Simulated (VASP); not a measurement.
# MgBe2SeO2 (Cmmm) in VASP: a series of runs

The runs below take MgBe2SeO2 through relaxation of cell and atoms, single point, with PBE.

All numbers are computed with VASP 6.6.1; they aren't measurements. Logs are shortened: lines on timing, memory, paths and dates and some standing lists are left out, and cuts for length are marked.

## Step 1: The cell of the first run

It takes space group Cmmm (No. 65, orthorhombic). The conventional cell has a = 4.680 Å, b = 13.923 Å, c = 2.593 Å, α = 90.00°, β = 90.00°, γ = 90.00°. Mg (site symmetry mmm) has 2 Mg at 2.59 Å and 4 Se at 2.68 Å within 3.4 Å. Be (site symmetry 2/m) has 4 O at 1.76 Å within 2.3 Å. Se (site symmetry mmm) has 2 Se at 2.59 Å and 4 Mg at 2.68 Å within 3.4 Å. Within 2.3 Å of O (site symmetry m2m) lie 4 Be at 1.76 Å.

## Step 2: Relaxation of cell and atoms, PBE

File INCAR:

```
SYSTEM = MgBe2SeO2
PREC = Accurate
ENCUT = 600
EDIFF = 1E-6
ISMEAR = 0
SIGMA = 0.1
LREAL = .False.
LASPH = .True.
NELM = 80
ALGO = Normal
ISIF = 3
LWAVE = .False.
LCHARG = .False.
GGA = PE
IBRION = 2
NSW = 90
EDIFFG = -0.04
```

File KPOINTS:

```
regular mesh
0
Gamma
  4 4 6
  0 0 0
```

File POSCAR:

```
MgBe2SeO2
1.0
    2.3400706762     -6.9615491532      0.0000000000
    2.3400706762      6.9615491532      0.0000000000
    0.0000000000      0.0000000000      2.5933545022
Mg Be Se O
1 2 1 2
Direct
    0.5000000000      0.5000000000      0.5000000000
    0.5000000000      0.0000000000      0.5000000000
    0.0000000000      0.5000000000      0.5000000000
    0.0000000000      0.0000000000      0.0000000000
    0.7338635003      0.2661364997      0.0000000000
    0.2661364997      0.7338635003      0.0000000000
```

Potentials or basis: VASP PAW PBE potentials, release 64 (Mg, Be, Se, O).

Command:

```
$ cat potpaw_PBE.64/Mg/POTCAR potpaw_PBE.64/Be/POTCAR potpaw_PBE.64/Se/POTCAR potpaw_PBE.64/O/POTCAR > POTCAR
$ mpirun -np 1 vasp_std > vasp.out
```

OUTCAR:

```text
SYSTEM = MgBe2SeO2
   PREC = Accurate
   ENCUT = 600
   EDIFF = 1E-6
   ISMEAR = 0
   LREAL = .False.
   LASPH = .True.
   NELM = 80
   ISIF = 3
   GGA = PE
   IBRION = 2
   NSW = 90
   EDIFFG = -0.04

 ion  position               nearest neighbor table
   1  0.500  0.500  0.500-   4 2.68   4 2.68   4 2.68   4 2.68
   2  0.500  0.000  0.500-   5 1.76   6 1.76   5 1.76   6 1.76   3 2.34   3 2.34
   3  0.000  0.500  0.500-   5 1.76   6 1.76   5 1.76   6 1.76   2 2.34   2 2.34
   4  0.000  0.000  0.000-   1 2.68   1 2.68   1 2.68   1 2.68
   5  0.734  0.266  0.000-   2 1.76   3 1.76   2 1.76   3 1.76
   6  0.266  0.734  0.000-   2 1.76   3 1.76   2 1.76   3 1.76

  LATTYP: Found a base centered orthorhombic cell.
 ALAT       =     4.6801413524
 B/A-ratio  =     2.9749311523
 C/A-ratio  =     0.5541188411

  Lattice vectors:

 A1 = (   2.3400706762,  -6.9615491532,   0.0000000000)
 A2 = (   2.3400706762,   6.9615491532,   0.0000000000)
 A3 = (   0.0000000000,   0.0000000000,   2.5933545022)

Analysis of symmetry for initial positions (statically):
=====================================================================
 Subroutine PRICEL returns:
 Original cell was already a primitive cell.

 Routine SETGRP: Setting up the symmetry group for a
 base centered orthorhombic supercell.

 Subroutine GETGRP returns: Found  8 space group operations
 (whereof  8 operations were pure point group operations)
 out of a pool of  8 trial point group operations.

The static configuration has the point symmetry D_2h.

Analysis of symmetry for dynamics (positions and initial velocities):
=====================================================================
 Subroutine PRICEL returns:
 Original cell was already a primitive cell.

 Routine SETGRP: Setting up the symmetry group for a
 base centered orthorhombic supercell.

 Subroutine GETGRP returns: Found  8 space group operations
 (whereof  8 operations were pure point group operations)
 out of a pool of  8 trial point group operations.

The dynamic configuration has the point symmetry D_2h.

 Subroutine INISYM returns: Found  8 space group operations
 (whereof  8 operations are pure point group operations),
 and found     1 'primitive' translations

----------------------------------------------------------------------------------------

[... 118 lines left out ...]
   IMIX   =      4    mixing-type and parameters
     AMIX     =   0.40;   BMIX     =  1.00
     AMIX_MAG =   1.60;   BMIX_MAG =  1.00
  volume/ion in A,a.u.               =      14.08        95.03
  Fermi-wavevector in a.u.,A,eV,Ry     =   1.076142  2.033614 15.756663  1.158082
  Thomas-Fermi vector in A             =   2.212018
   LORBIT       =      0    0 simple, 1 ext, 2 COOP (PROOUT), +10 PAW based schemes
   GGA     = PE    functional components
   LHFCALC =     F    Hartree Fock is set to
   AEXX    =    0.0000 exact exchange contribution
   IVDW    =     0    specifies the selected vdW correction
   LEPSILON=     F    determine dielectric tensor
   LRPA    =     F    only Hartree local field effects (RPA)
 conjugate gradient relaxation of ions
 non-spin polarized calculation
 Gauss-broadening in eV      SIGMA  =   0.10
  energy-cutoff  :      600.00
  volume of cell :       84.49
 maximum number of plane-waves:      2848
 NGX is ok and might be reduce to    60
   NGX = 29   NGY = 29   NGZ = 11

--------------------------------------- Ionic step        1  -------------------------------------------

 number of electron      24.0000003 magnetization

 Free energy of the ion-electron system (eV)
  ---------------------------------------------------
  ext. energy  EPLUGINS =         0.00000000
  ---------------------------------------------------
  free energy    TOTEN  =       -30.09590434 eV

  energy without entropy =      -30.07372006  energy(sigma->0) =      -30.08481220

------------------------ aborting loop because EDIFF is reached ----------------------------------------

  FORCE on cell =-STRESS in cart. coord.  units (eV):
  Direction    XX          YY          ZZ          XY          YZ          ZX
  --------------------------------------------------------------------------------------
  -------------------------------------------------------------------------------------
  Total        3.7130169      0.4022154     -3.7411214      0.0000000      0.0000000      0.0000000
  in kB       70.4061767      7.6268028    -70.9390923      0.0000000      0.0000000      0.0000000
  external PRESSURE =       2.3646291 kB  Pullay stress =       0.0000000 kB
[... 101 lines left out ...]
  FREE ENERGIE OF THE ION-ELECTRON SYSTEM (eV)
  ---------------------------------------------------
  free  energy   TOTEN  =       -30.2941290303 eV

  energy  without entropy=      -30.2850524491  energy(sigma->0) =      -30.28959074

[... ionic steps 4 to 25 ...]

--------------------------------------- Ionic step       26  -------------------------------------------

 number of electron      24.0000005 magnetization

------------------------ aborting loop because EDIFF is reached ----------------------------------------
[... 75 lines left out ...]
--------------------------------------- Ionic step       28  -------------------------------------------

 number of electron      24.0000007 magnetization

 Free energy of the ion-electron system (eV)
  ---------------------------------------------------
  ext. energy  EPLUGINS =         0.00000000
  ---------------------------------------------------
  free energy    TOTEN  =       -30.39814358 eV

  energy without entropy =      -30.39813067  energy(sigma->0) =      -30.39813713

 E-fermi :   3.2771     XC(G=0):  -8.3294

 val. band max:        3.0385353340   @ k =   0.2500   0.2500   0.0000
 cond. band min:       3.5385416238   @ k =   0.0000   0.0000   0.1667
 fundamental gap:      0.5000062898
 Fermi energy:         3.2770913798

 k-point     1 :       0.0000    0.0000    0.0000
  band No.  band energies     occupation
      1     -17.2777      2.00000
      2     -16.0790      2.00000
      3     -13.2507      2.00000
      4      -4.9215      2.00000
      5      -3.1530      2.00000
      6      -3.0324      2.00000
[... 433 lines left out ...]
      3      -8.8534      2.00000
      4      -5.0725      2.00000
      5      -4.8896      2.00000
      6      -4.8841      2.00000
[... 8 lines left out ...]
     15       7.4900      0.00000
     16       7.9798      0.00000

 [... further k-points ...]
[... 5 lines left out ...]
  --------------------------------------------------------------------------------------
  -------------------------------------------------------------------------------------
  Total       -0.0296879     -0.0660970      0.0675328      0.0000000      0.0000000      0.0000000
  in kB       -0.4850034     -1.0798095      1.1032652      0.0000000      0.0000000      0.0000000
  external PRESSURE =      -0.1538492 kB  Pullay stress =       0.0000000 kB
[... 21 lines left out ...]
  FREE ENERGIE OF THE ION-ELECTRON SYSTEM (eV)
  ---------------------------------------------------
  free  energy   TOTEN  =       -30.3981435833 eV

  energy  without entropy=      -30.3981306674  energy(sigma->0) =      -30.39813713

 reached required accuracy - stopping structural energy minimisation
```

CONTCAR:

```text
MgBe2SeO2
   1.00000000000000
     2.4335187917334253   -8.0988682168195076    0.0000000000000000
     2.4335187917334253    8.0988682168195076    0.0000000000000000
     0.0000000000000000    0.0000000000000000    2.4880339063271535
  Mg              Be              Se              O
     1     2     1     2
Direct
     0.5000000000000000    0.5000000000000000    0.5000000000000000
     0.5000000000000000    0.0000000000000000    0.5000000000000000
     0.0000000000000000    0.5000000000000000    0.5000000000000000
     0.0000000000000000    0.0000000000000000    0.0000000000000000
     0.7478300629243647    0.2521699370756352    0.0000000000000000
     0.2521699370756352    0.7478300629243647    0.0000000000000000

  0.00000000E+00  0.00000000E+00  0.00000000E+00
  0.00000000E+00  0.00000000E+00  0.00000000E+00
  0.00000000E+00  0.00000000E+00  0.00000000E+00
  0.00000000E+00  0.00000000E+00  0.00000000E+00
  0.00000000E+00  0.00000000E+00  0.00000000E+00
  0.00000000E+00  0.00000000E+00  0.00000000E+00
```

Wall time 8.5 min (1 thread of Intel Xeon Platinum 8559C (Emerald Rapids), shared host); peak memory 0.33 GiB.

Results:

```
Free energy                            : -30.3981 eV
Relaxed volume                         : 16.35 Å³/atom
Relaxed cell                           : a = 8.457 Å, b = 8.457 Å, c = 2.488 Å, α = 90.00°, β = 90.00°, γ = 146.55°
Space group after relaxing (to 0.05 Å) : Cmmm (No. 65)
Energy gained by relaxing              : 50.4 meV/atom
Ionic steps                            : 28
Pressure after relaxing                : 0.0 GPa
Largest force after relaxing           : 0.022 eV/Å
Band gap on the k mesh                 : zero (band 12 reaches 3.58 eV, above the bottom of band 13 at 2.46 eV)
```

Forces in eV/Å, atoms in the order of the input:
```
Mg   0.000  0.000  0.000
Be   0.000  0.000  0.000
Be   0.000  0.000  0.000
Se   0.000  0.000  0.000
O    0.000  0.022  0.000
O    0.000 -0.022  0.000
```

Stress tensor (GPa, compression positive):
```
-0.05  0.00  0.00
 0.00 -0.11  0.00
 0.00  0.00  0.11
```

Step by step:
```tsv
step	energy change (eV)	largest force (eV/Å)	pressure (GPa)	volume (Å³)
1	0.0000	0.0683	0.24	84.49
2	-0.1928	0.3415	0.22	84.67
3	-0.1982	0.3729	0.21	84.68
4	-0.1948	0.4368	0.15	84.70
5	-0.1992	0.3929	0.19	84.69
6	-0.2148	0.3366	0.31	84.93
7	-0.2466	0.1652	0.69	85.63
8	-0.2206	0.1858	1.71	87.01
9	-0.2528	0.0573	1.03	86.04
10	-0.2632	0.0132	0.64	86.65
11	-0.2676	0.0557	0.11	87.66
12	-0.2679	0.0429	0.21	87.47
13	-0.2713	0.0479	0.22	87.84
14	-0.2796	0.0664	0.43	88.95
15	-0.2884	0.1079	0.81	91.15
16	-0.2892	0.1277	0.99	92.15
17	-0.2934	0.1298	0.28	93.61
18	-0.2938	0.1328	-0.35	94.95
19	-0.2940	0.1317	-0.15	94.50
20	-0.2961	0.1197	-0.11	95.03
21	-0.2999	0.0855	-0.03	96.62
22	-0.2974	0.0196	0.14	99.77
23	-0.3006	0.0644	0.02	97.58
24	-0.3007	0.0378	-0.07	98.43
25	-0.3016	0.0504	-0.04	98.02
26	-0.3016	0.0505	-0.03	98.01
27	-0.3019	0.0400	-0.02	98.03
28	-0.3022	0.0224	-0.02	98.07
```

Final structure:
```cif
data_structure
_symmetry_space_group_name_H-M 'P 1'
_symmetry_Int_Tables_number 1
_cell_length_a 8.4566
_cell_length_b 8.4566
_cell_length_c 2.4880
_cell_angle_alpha 90.000
_cell_angle_beta 90.000
_cell_angle_gamma 146.551
_cell_volume 98.07
loop_
_atom_site_label
_atom_site_type_symbol
_atom_site_fract_x
_atom_site_fract_y
_atom_site_fract_z
_atom_site_occupancy
Mg1 Mg 0.50000 0.50000 0.50000 1
Be1 Be 0.50000 0.00000 0.50000 1
Be2 Be 0.00000 0.50000 0.50000 1
Se1 Se 0.00000 0.00000 0.00000 1
O1 O 0.74783 0.25217 0.00000 1
O2 O 0.25217 0.74783 0.00000 1
```

Caveat: the k points lie up to 0.42 Å⁻¹ apart in the final cell; the volume moved by over 15 % at a fixed basis, so the end points are rough.

## Step 3: Single point, PBE

This run uses another cell than the first one, of 15.66 Å³/atom, 1.112 times its volume.

File INCAR:

```
SYSTEM = MgBe2SeO2
PREC = Accurate ; ENCUT = 520
EDIFF = 1E-6 ; ISMEAR = 0
SIGMA = 0.1 ; LREAL = .False.
LASPH = .True. ; NELM = 80
ALGO = Normal ; ISIF = 2
LWAVE = .False. ; LCHARG = .False.
GGA = PE ; NBANDS = 21
```

File KPOINTS:

```
regular mesh
0
Gamma
  8 8 16
  0 0 0
```

File POSCAR:

```
MgBe2SeO2
1.0
    2.3928300711     -7.7246309206      0.0000000000
    2.3928300711      7.7246309206      0.0000000000
    0.0000000000      0.0000000000      2.5419976709
Mg Be Se O
1 2 1 2
Direct
    0.5000000000      0.5000000000      0.5000000000
    0.5000000000      0.0000000000      0.5000000000
    0.0000000000      0.5000000000      0.5000000000
    0.0000000000      0.0000000000      0.0000000000
    0.7430915929      0.2569084071      0.0000000000
    0.2569084071      0.7430915929      0.0000000000
```

Potentials or basis: VASP PAW PBE potentials, release 64 (Mg, Be, Se, O).

Command:

```
$ cat potpaw_PBE.64/Mg/POTCAR potpaw_PBE.64/Be/POTCAR potpaw_PBE.64/Se/POTCAR potpaw_PBE.64/O/POTCAR > POTCAR
$ mpirun -np 1 vasp_std > vasp.out
```

Wall time 2.7 min (1 thread of Intel Xeon Platinum 8559C (Emerald Rapids), shared host); peak memory 0.56 GiB.

It converged, with:

```
Free energy            : -30.5050 eV
Pressure               : 0.1 GPa
Band gap on the k mesh : zero (band 12 reaches 4.06 eV, above the bottom of band 13 at 1.92 eV)
```

Forces in eV/Å, atoms in the order of the input:
```
Mg   0.000  0.000  0.000
Be   0.000  0.000  0.000
Be   0.000  0.000  0.000
Se   0.000  0.000  0.000
O    0.000  0.002  0.000
O    0.000 -0.002  0.000
```

Stress tensor (GPa, compression positive):
```
 0.19  0.00  0.00
 0.00 -0.06  0.00
 0.00  0.00  0.17
```

Levels at points of the mesh, in eV from the Fermi level:
```tsv
k point	band 9	band 10	band 11	band 12	band 13	band 14	band 15	band 16
(0.00, 0.00, 0.00)	-3.71	-2.92	-2.77	-2.55	1.69	2.35	3.79	4.24
(0.50, 0.00, 0.00)	-4.00	-3.39	-3.39	0.11	1.53	3.07	4.34	4.68
(0.50, 0.50, 0.00)	-3.61	-2.93	-2.75	-2.55	1.67	2.97	3.62	4.43
(0.00, 0.00, 0.50)	-2.59	-2.49	-1.82	-0.95	1.30	2.13	3.29	4.11
(0.50, 0.00, 0.50)	-3.73	-3.20	-3.16	-0.80	1.02	3.82	3.98	5.07
(0.50, 0.50, 0.50)	-2.59	-2.49	-1.82	-1.05	1.32	2.50	3.28	3.67
```
